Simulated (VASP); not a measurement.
Wanted: the native input for a VASP 6.6.1 run.

* Task: single point
* Functional: PBEsol
* Potentials or basis: VASP PAW PBE potentials, release 64 (In_d)
* Cutoff: 520 eV
* k mesh: 16 × 16 × 16
* Occupations: fermi-dirac, width 0.1 eV
* Spin: no spin polarisation
* Dipole correction: no
* Further INCAR settings: ALGO = Normal; EDIFF = 1e-06; NBANDS = 12

The structure of In lies in POSCAR:

```
In
1.0
   -1.6132826765      1.6132826765      1.6132826765
    1.6132826765     -1.6132826765      1.6132826765
    1.6132826765      1.6132826765     -1.6132826765
In
1
Direct
    0.0000000000      0.0000000000      0.0000000000
```

This cell differs from its parent crystal: volume scaled by 0.65, source ansatz.

These files were run (other wordings do the same):

INCAR

```
SYSTEM = In
  ALGO = Normal
  EDIFF = 1E-6
  ENCUT = 520
  GGA = PS
  ISIF = 2
  ISMEAR = -1
  LASPH = .TRUE.
  LCHARG = .FALSE.
  LREAL = .FALSE.
  LWAVE = .FALSE.
  NBANDS = 12
  NELM = 100
  PREC = Accurate
  SIGMA = 0.1
```

KPOINTS

```
k-points
0
G
  16 16 16
  0 0 0
```

Potentials or basis: VASP PAW PBE potentials, release 64 (In_d).

Command:

```sh
$ cat potpaw_PBE.64/In_d/POTCAR > POTCAR
$ mpirun -np 1 vasp_std > vasp.out
```

Results of the run:

```yaml
Pressure: 56.9 GPa
```

Caveat: the PAW data sets were made with another functional, which shifts forces and pressure a little.

It took 22 s on 1 thread of Intel(R) Xeon(R) Platinum 8259CL CPU @ 2.50GHz (Skylake/Cascade Lake), on a shared host, peak memory 0.15 GiB.
